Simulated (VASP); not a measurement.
# Si3Ge (Pm-3n) in VASP: a series of runs, part 2 of 2

VASP 6.6.1. Earlier steps stand in the parts before.

### 6 Relaxation of cell and atoms, PBE

This run uses another cell than the first one, of 16.20 Å³/atom.

INCAR reads:

```
SYSTEM = Si3Ge
PREC = Accurate
ENCUT = 600
EDIFF = 1E-7
ISMEAR = 0
SIGMA = 0.1
LREAL = .False.
LASPH = .True.
NELM = 80
ALGO = Normal
ISIF = 3
LWAVE = .False.
LCHARG = .False.
GGA = PE
IBRION = 2
NSW = 100
EDIFFG = -0.01
```

KPOINTS reads:

```
regular mesh
0
Gamma
  8 8 8
  0 0 0
```

POSCAR reads:

```
Si3Ge
1.0
    5.0609668746      0.0000000000      0.0000000000
    0.0000000000      5.0609668746      0.0000000000
    0.0000000000      0.0000000000      5.0609668746
Si Ge
6 2
Direct
    0.5000000000      0.2500000000      0.0000000000
    0.5000000000      0.7500000000      0.0000000000
    0.2500000000      0.0000000000      0.5000000000
    0.7500000000      0.0000000000      0.5000000000
    0.0000000000      0.5000000000      0.2500000000
    0.0000000000      0.5000000000      0.7500000000
    0.5000000000      0.5000000000      0.5000000000
    0.0000000000      0.0000000000      0.0000000000
```

Potentials or basis: VASP PAW PBE potentials, release 64 (Si, Ge_d).

Command:

```bash
$ cat potpaw_PBE.64/Si/POTCAR potpaw_PBE.64/Ge_d/POTCAR > POTCAR
$ mpirun -np 1 vasp_std > vasp.out
```

OUTCAR:

```text
SYSTEM = Si3Ge
   PREC = Accurate
   ENCUT = 600
   EDIFF = 1E-7
   ISMEAR = 0
   LREAL = .False.
   LASPH = .True.
   NELM = 80
   ISIF = 3
   GGA = PE
   IBRION = 2
   NSW = 100
   EDIFFG = -0.01

 ion  position               nearest neighbor table
   1  0.500  0.250  0.000-   2 2.53   2 2.53   8 2.83   7 2.83   7 2.83   8 2.83   4 3.10   3 3.10
                             4 3.10   5 3.10   6 3.10   5 3.10   6 3.10   3 3.10
   2  0.500  0.750  0.000-   1 2.53   1 2.53   8 2.83   7 2.83   7 2.83   8 2.83   4 3.10   3 3.10
[... 1095 lines left out ...]
  Total       -0.0470136     -0.0470136     -0.0470136      0.0000000     -0.0000000      0.0000000
  in kB       -0.5753897     -0.5753897     -0.5753897      0.0000000     -0.0000000      0.0000000
  external PRESSURE =      -0.5753897 kB  Pullay stress =       0.0000000 kB

 VOLUME and BASIS-vectors are now :
 -----------------------------------------------------------------------------
  energy-cutoff  :      600.00
  volume of cell :      130.91
      direct lattice vectors                 reciprocal lattice vectors
     5.077585022  0.000000000 -0.000000000     0.196944019 -0.000000000  0.000000000
     0.000000000  5.077585022 -0.000000000    -0.000000000  0.196944019 -0.000000000
    -0.000000000  0.000000000  5.077585022     0.000000000  0.000000000  0.196944019

 POSITION                                       TOTAL-FORCE (eV/Angst)
 -----------------------------------------------------------------------------------
      2.53879      1.26940      5.07759        -0.000000     -0.000000     -0.000000
      2.53879      3.80819     -0.00000         0.000000      0.000000      0.000000
      1.26940      0.00000      2.53879        -0.000000      0.000000      0.000000
      3.80819      5.07759      2.53879         0.000000     -0.000000     -0.000000
      0.00000      2.53879      1.26940        -0.000000     -0.000000     -0.000000
      5.07759      2.53879      3.80819         0.000000     -0.000000      0.000000
      2.53879      2.53879      2.53879        -0.000000      0.000000     -0.000000
      0.00000      0.00000      0.00000        -0.000000      0.000000     -0.000000
 -----------------------------------------------------------------------------------
    total drift:                               -0.000000      0.000000     -0.000000

  FREE ENERGIE OF THE ION-ELECTRON SYSTEM (eV)
  ---------------------------------------------------
  free  energy   TOTEN  =       -36.6113135811 eV

  energy  without entropy=      -36.5909236077  energy(sigma->0) =      -36.60111859

 reached required accuracy - stopping structural energy minimisation
```

OSZICAR:

```text
N       E                     dE             d eps       ncg     rms          rms(c)
DAV:   1     0.411024763293E+03    0.41102E+03   -0.25778E+04  2651   0.331E+03
[... 16 lines left out ...]
DAV:   1    -0.366414799577E+02   -0.32533E-01   -0.49917E-01  2771   0.105E+01    0.101E+00
DAV:   2    -0.366191514265E+02    0.22329E-01   -0.34457E-02  2812   0.294E+00    0.527E-01
DAV:   3    -0.366118318367E+02    0.73196E-02   -0.14950E-02  2783   0.165E+00    0.112E-01
DAV:   4    -0.366113768691E+02    0.45497E-03   -0.90562E-04  2841   0.440E-01    0.611E-02
DAV:   5    -0.366113204352E+02    0.56434E-04   -0.49565E-05  2472   0.702E-02    0.238E-02
DAV:   6    -0.366113141156E+02    0.63195E-05   -0.15603E-05  2871   0.585E-02    0.602E-03
DAV:   7    -0.366113135139E+02    0.60174E-06   -0.11197E-06  2792   0.131E-02    0.160E-03
DAV:   8    -0.366113135811E+02   -0.67158E-07   -0.24567E-07  2055   0.777E-03
   2 F= -.36611314E+02 E0= -.36601119E+02  d E =-.236629E-02
```

Run time: 2.2 min. Hardware: 1 thread of Intel Xeon 6975P-C (Granite Rapids), shared host; peak memory 0.33 GiB.

What came out:

* Free energy: -36.6113 eV
* Relaxed volume: 16.36 Å³/atom
* Relaxed cell: a = 5.078 Å, b = 5.078 Å, c = 5.078 Å, α = 90.00°, β = 90.00°, γ = 90.00°
* Space group after relaxing (to 0.1 Å): Pm-3n (No. 223)
* Energy gained by relaxing: 0.3 meV/atom
* Ionic steps: 2
* Pressure after relaxing: -0.1 GPa
* Band gap on the k mesh: zero (bands 26 and 27 overlap by 2.50 eV)

Step by step:
```csv
step,energy change (eV),largest force (eV/Å),pressure (GPa),volume (Å³)
1,0.0000,0.0000,0.67,129.63
2,-0.0024,0.0000,-0.06,130.91
```

Final structure:
```
Si Ge
1.0
     5.07759    0.00000    0.00000
     0.00000    5.07759    0.00000
     0.00000    0.00000    5.07759
Si Ge
6 2
Direct
  0.50000 0.25000 0.00000
  0.50000 0.75000 0.00000
  0.25000 0.00000 0.50000
  0.75000 0.00000 0.50000
  0.00000 0.50000 0.25000
  0.00000 0.50000 0.75000
  0.50000 0.50000 0.50000
  0.00000 0.00000 0.00000
```

### 7 Summary

| task | cell | k mesh | cutoff (eV) | gap on the mesh (eV) | pressure (GPa) | relaxed volume (Å³/atom) |
| --- | --- | --- | --- | --- | --- | --- |
| single point | a = 4.822 Å, 8 atoms | 4 × 4 × 4 | 520 | none | 15.9 | - |
| single point | a = 5.061 Å, 8 atoms | 4 × 4 × 4 | 520 | none | 0.1 | - |
| single point | a = 5.076 Å, 8 atoms | 8 × 8 × 8 | 520 | none | 0.0 | - |
| relaxation of cell and atoms | relaxed from a = 4.822 Å, 8 atoms | 4 × 4 × 4 | 600 | none | 0.0 | 16.23 |
| relaxation of cell and atoms | relaxed from a = 5.061 Å, 8 atoms | 8 × 8 × 8 | 600 | none | -0.1 | 16.36 |

Alike in all rows: level PBE; potentials or basis VASP PAW PBE potentials, release 64 (Si, Ge_d); no spin polarisation; smearing gaussian 0.1 eV.

Caveats: the cell stands under pressure (at least some runs); the volume moved by over 15 % at a fixed basis, so the end points are rough (at least some runs).

Absolute energies hang on the potentials; compare differences alone.
